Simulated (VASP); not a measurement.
# As (P6_3/mmc) in VASP: electric field gradients with LDA

Aim: the electric field gradients of As with LDA.

Everything below comes from runs of VASP 6.6.1. Logs are shortened: lines on timing, memory, paths and dates and some standing lists are left out, and cuts for length are marked.

## Step 1: The cell of the first run

Symmetry: P6_3/mmc, No. 194, hexagonal system. The conventional cell has a = 3.003 Å, b = 3.003 Å, c = 4.865 Å, α = 90.00°, β = 90.00°, γ = 120.00°. As (site symmetry -6m2) has 12 As at 2.99 to 3.00 Å within 3.9 Å.

## Step 2: Electric field gradients, LDA

Contents of INCAR:

```
SYSTEM = As
PREC     = Accurate       ! precision mode
ENCUT    = 520            ! plane-wave cutoff, eV
EDIFF    = 1E-8           ! SCF threshold, eV
ISMEAR   = -1             ! smearing method
SIGMA    = 0.05           ! smearing width, eV
LREAL    = .FALSE.        ! projectors in reciprocal space
LASPH    = .TRUE.         ! aspherical terms in the spheres
NELM     = 80             ! most SCF steps
ALGO     = Normal         ! electronic algorithm
ISIF     = 2              ! what is computed and relaxed
LWAVE    = .FALSE.        ! write WAVECAR
LCHARG   = .FALSE.        ! write CHGCAR
GGA      = CA             ! functional
LEFG     = .TRUE.       
NBANDS   = 12             ! bands
```

Contents of KPOINTS:

```
Automatic mesh
0
G
  11 11 6
  0 0 0
```

Contents of POSCAR:

```
As
1.0
    3.0031658500      0.0000000000      0.0000000000
   -1.5015829250      2.6008179178      0.0000000000
    0.0000000000      0.0000000000      4.8651286769
As
2
Direct
    0.3333333333      0.6666666667      0.2500000000
    0.6666666667      0.3333333333      0.7500000000
```

Potentials or basis: VASP PAW LDA potentials, release 64 (As).

Started as:

```
$ cat potpaw_LDA.64/As/POTCAR > POTCAR
$ mpirun -np 1 vasp_std > vasp.out
```

OUTCAR:

```text
SYSTEM = As
   PREC = Accurate
   ENCUT = 520
   EDIFF = 1E-8
   ISMEAR = -1
   LREAL = .FALSE.
   LASPH = .TRUE.
   NELM = 80
   ISIF = 2
   GGA = CA

 ion  position               nearest neighbor table
   1  0.333  0.667  0.250-
   2  0.667  0.333  0.750-

  LATTYP: Found a hexagonal cell.
 ALAT       =     3.0031658500
 C/A-ratio  =     1.6200000000

  Lattice vectors:

 A1 = (   3.0031658500,   0.0000000000,   0.0000000000)
 A2 = (  -1.5015829250,   2.6008179178,   0.0000000000)
 A3 = (   0.0000000000,   0.0000000000,   4.8651286769)

Analysis of symmetry for initial positions (statically):
=====================================================================
 Subroutine PRICEL returns:
 Original cell was already a primitive cell.

 Routine SETGRP: Setting up the symmetry group for a
 hexagonal supercell.

 Subroutine GETGRP returns: Found 24 space group operations
 (whereof 12 operations were pure point group operations)
 out of a pool of 24 trial point group operations.

The static configuration has the point symmetry D_3d.
 The point group associated with its full space group is D_6h.

Analysis of symmetry for dynamics (positions and initial velocities):
=====================================================================
 Subroutine PRICEL returns:
 Original cell was already a primitive cell.

 Routine SETGRP: Setting up the symmetry group for a
 hexagonal supercell.

 Subroutine GETGRP returns: Found 24 space group operations
 (whereof 12 operations were pure point group operations)
 out of a pool of 24 trial point group operations.

The dynamic configuration has the point symmetry D_3d.
 The point group associated with its full space group is D_6h.

 Subroutine INISYM returns: Found 24 space group operations
 (whereof 12 operations are pure point group operations),
 and found     1 'primitive' translations

----------------------------------------------------------------------------------------

                                     Primitive cell

  volume of cell :      38.0000

  direct lattice vectors                    reciprocal lattice vectors
     3.003165850  0.000000000  0.000000000     0.332981943  0.192247214  0.000000000
    -1.501582925  2.600817918  0.000000000     0.000000000  0.384494429  0.000000000
     0.000000000  0.000000000  4.865128677     0.000000000  0.000000000  0.205544409

  length of vectors
     3.003165850  3.003165850  4.865128677     0.384494429  0.384494429  0.205544409

  position of ions in fractional coordinates (direct lattice)
     0.333333333  0.666666667  0.250000000
     0.666666667  0.333333333  0.750000000

  ion indices of the primitive-cell ions
   primitive index   ion index
                 1           1
                 2           2

----------------------------------------------------------------------------------------

 KPOINTS: Automatic mesh

Automatic generation of k-mesh.
 Grid dimensions read from file:
 generate k-points for:   11   11    6

 Generating k-lattice:

  Cartesian coordinates                     Fractional coordinates (reciprocal lattice)
     0.030271086  0.017477019  0.000000000     0.090909091  0.000000000  0.000000000
     0.000000000  0.034954039  0.000000000     0.000000000  0.090909091  0.000000000
     0.000000000  0.000000000  0.034257402     0.000000000  0.000000000  0.166666667

  Length of vectors
     0.034954039  0.034954039  0.034257402

  Shift w.r.t. Gamma in fractional coordinates (k-lattice)
     0.000000000  0.000000000  0.000000000

 Subroutine IBZKPT returns following result:
 ===========================================

 Found     64 irreducible k-points:

 Following reciprocal coordinates:
            Coordinates               Weight
  0.000000  0.000000  0.000000      1.000000
  0.090909  0.000000  0.000000      6.000000
  0.181818  0.000000  0.000000      6.000000
  0.272727  0.000000  0.000000      6.000000
  0.363636  0.000000  0.000000      6.000000
  0.454545  0.000000  0.000000      6.000000
[... 16 lines left out ...]
  0.090909  0.090909  0.166667     12.000000
  0.181818  0.090909  0.166667     24.000000
 [... further k-points ...]
   k-points           NKPTS =     64   k-points in BZ     NKDIM =     64   number of bands    NBANDS=     12
   number of dos      NEDOS =    301   number of ions     NIONS =      2
   total plane-waves  NPLWV =  20736
   dimension x,y,z NGX =    24 NGY =   24 NGZ =   36
   dimension x,y,z NGXF=    48 NGYF=   48 NGZF=   72
   ions per type =               2
   NGX,Y,Z   is equivalent  to a cutoff of  13.29, 13.29, 12.30 a.u.
   NGXF,Y,Z  is equivalent  to a cutoff of  26.57, 26.57, 24.60 a.u.
 SYSTEM =  As
   PREC   = accura    normal or accurate (medium, high low for compatibility)
   ISTART =      0    job   : 0-new  1-cont  2-samecut
   ICHARG =      2    charge: 1-file 2-atom 10-const
   ISPIN  =      1    spin polarized calculation?
   LNONCOLLINEAR =      F non collinear calculations
   LSORBIT =      F    spin-orbit coupling
   LASPH  =      T    aspherical Exc in radial PAW
   ENCUT  =  520.0 eV  38.22 Ry    6.18 a.u.   5.58  5.58  9.05*2*pi/ulx,y,z
   NELM   =     80;   NELMIN=  2; NELMDL= -5     # of ELM steps
   EDIFF  = 0.1E-07   stopping-criterion for ELM
   LREAL  =      F    real-space projection
   EDIFFG = 0.1E-06   stopping-criterion for IOM
   NSW    =      0    number of steps for IOM
   IBRION =     -1    ionic relax: 0-MD 1-quasi-New 2-CG
   NFREE  =      0    steps in history (QN), initial steepest desc. (CG)
   ISIF   =      2    stress and relaxation
   ISYM   =      2    0-nonsym 1-usesym 2-fastsym
   POTIM  = 0.5000    time-step for ionic-motion
   TEBEG  =    0.0;   TEEND  =   0.0 temperature during run
   PSTRESS=    0.0 pullay stress
   NELECT =      10.0000    total number of electrons
   NUPDOWN=      -1.0000    fix difference up-down
   EMIN   =  10.00;   EMAX   =-10.00  energy-range for DOS
   EFERMI =   0.00;   METHOD = LEGACY
   ISMEAR =    -1;   SIGMA  =   0.05  broadening in eV -4-tet -1-fermi 0-gaus
   EFERMI_NEDOS =   21; number of points for ismear=-14 and -15
   IALGO  =     38    algorithm
   IMIX   =      4    mixing-type and parameters
     AMIX     =   0.40;   BMIX     =  1.00
     AMIX_MAG =   1.60;   BMIX_MAG =  1.00
  volume/ion in A,a.u.               =      19.00       128.22
  Fermi-wavevector in a.u.,A,eV,Ry     =   1.049092  1.982497 14.974495  1.100594
  Thomas-Fermi vector in A             =   2.184041
   LORBIT       =      0    0 simple, 1 ext, 2 COOP (PROOUT), +10 PAW based schemes
   GGA     = CA    functional components
   LHFCALC =     F    Hartree Fock is set to
   AEXX    =    0.0000 exact exchange contribution
   IVDW    =     0    specifies the selected vdW correction
   LEPSILON=     F    determine dielectric tensor
   LRPA    =     F    only Hartree local field effects (RPA)
 non-spin polarized calculation
  energy-cutoff  :      520.00
  volume of cell :       38.00
 maximum number of plane-waves:      1044
 NGX is ok and might be reduce to    24
   NGX = 11   NGY = 11   NGZ = 19

 number of electron      10.0000001 magnetization

 Free energy of the ion-electron system (eV)
  ---------------------------------------------------
  ext. energy  EPLUGINS =         0.00000000
  ---------------------------------------------------
  free energy    TOTEN  =        -9.87731890 eV

  energy without entropy =       -9.86987216  energy(sigma->0) =       -9.87359553

 E-fermi :   6.5426     XC(G=0): -10.9003

 val. band max:        6.5381354859   @ k =   0.1818   0.1818   0.5000
 cond. band min:       6.6348109423   @ k =   0.2727   0.0000   0.1667
 fundamental gap:      0.0966754564
 Fermi energy:         6.5426097291

 k-point     1 :       0.0000    0.0000    0.0000
  band No.  band energies     occupation
      1      -8.5793      2.00000
      2      -4.0948      2.00000
      3      -0.1422      2.00000
      4      10.4084      0.00000
      5      10.4084      0.00000
      6      12.0927      0.00000
      7      12.0927      0.00000
      8      12.4497      0.00000
      9      15.9077      0.00000
     10      18.3124      0.00000
     11      18.7990      0.00000
     12      18.7990      0.00000
[... 331 lines left out ...]
 k-point    24 :       0.1818    0.0909    0.1667
  band No.  band energies     occupation
      1      -7.2319      2.00000
      2      -3.7652      2.00000
      3       1.9527      2.00000
      4       5.2449      2.00000
      5       6.9141      0.00119
      6       8.4710      0.00000
      7      10.3317      0.00000
      8      11.0151      0.00000
      9      15.2960      0.00000
     10      16.7096      0.00000
     11      17.4626      0.00000
     12      18.7366      0.00000

 [... further k-points ...]
[... 5 lines left out ...]
  --------------------------------------------------------------------------------------
  -------------------------------------------------------------------------------------
  Total       -1.1326331     -1.1326331     -0.7352461      0.0000000      0.0000000     -0.0000000
  in kB      -47.7547109    -47.7547109    -30.9998584      0.0000000      0.0000000     -0.0000000
  external PRESSURE =     -42.1697601 kB  Pullay stress =       0.0000000 kB

 VOLUME and BASIS-vectors are now :
 -----------------------------------------------------------------------------
  energy-cutoff  :      520.00
  volume of cell :       38.00
      direct lattice vectors                 reciprocal lattice vectors
     3.003165850  0.000000000  0.000000000     0.332981943  0.192247214  0.000000000
    -1.501582925  2.600817918  0.000000000     0.000000000  0.384494429  0.000000000
     0.000000000  0.000000000  4.865128677     0.000000000  0.000000000  0.205544409

 POSITION                                       TOTAL-FORCE (eV/Angst)
 -----------------------------------------------------------------------------------
     -0.00000      1.73388      1.21628        -0.000000      0.000000      0.000000
      1.50158      0.86694      3.64885         0.000000     -0.000000      0.000000
 -----------------------------------------------------------------------------------
    total drift:                                0.000000     -0.000000      0.000000

  FREE ENERGIE OF THE ION-ELECTRON SYSTEM (eV)
  ---------------------------------------------------
  free  energy   TOTEN  =        -9.8773188992 eV

  energy  without entropy=       -9.8698721553  energy(sigma->0) =       -9.87359553

 Electric field gradients (V/A^2)
---------------------------------------------------------------------
 ion       V_xx      V_yy      V_zz      V_xy      V_xz      V_yz
---------------------------------------------------------------------
   1      -1.593    -1.593     3.187    -0.000     0.000     0.000
   2      -1.593    -1.593     3.187    -0.000     0.000    -0.000
---------------------------------------------------------------------

 Electric field gradients after diagonalization (V/A^2)
 (convention: |V_zz| > |V_xx| > |V_yy|)
----------------------------------------------------------------------
 ion       V_xx      V_yy      V_zz     asymmetry (V_yy - V_xx)/ V_zz
----------------------------------------------------------------------
   1      -1.593    -1.593     3.187       0.000
   2      -1.593    -1.593     3.187       0.000
----------------------------------------------------------------------

           NMR quadrupolar parameters

 Cq : quadrupolar parameter    Cq=e*Q*V_zz/h
 eta: asymmetry parameters     (V_yy - V_xx)/ V_zz
 Q  : nuclear electric quadrupole moment in mb (millibarn)
----------------------------------------------------------------------
 ion       Cq(MHz)       eta       Q (mb)
----------------------------------------------------------------------
   1       0.008       0.000       1.000
   2       0.008       0.000       1.000
----------------------------------------------------------------------
```

Wall time 14 s (1 thread of Intel Xeon 6975P-C, shared host); peak memory 0.15 GiB.

What came out:

```yaml
Free_energy: -9.8773 eV
Pressure: -4.2 GPa
Band_gap_on_the_k_mesh: zero (band 5 reaches 11.25 eV, above the bottom of band 6 at 3.30 eV)
```

Stress tensor (GPa, compression positive):
```
-4.78  0.00  0.00
 0.00 -4.78  0.00
 0.00  0.00 -3.10
```

Levels at points of the mesh, in eV from the Fermi level:
```tsv
k point	band 3	band 4	band 5	band 6	band 7	band 8
(0.00, 0.00, 0.00)	-6.68	3.87	3.87	5.55	5.55	5.91
(0.00, 0.00, 0.50)	-0.86	-0.86	4.71	4.71	4.71	4.71
```

Electric field gradients, principal values (V/Å²):
| atom | least | middle | greatest (by size) |
| --- | --- | --- | --- |
| 1 As | -1.593 | -1.593 | 3.187 |
| 2 As | -1.593 | -1.593 | 3.187 |

Caveat: without QUAD_EFG the Cq values of the log hold for a quadrupole moment of 1 mb, not for the nuclei.
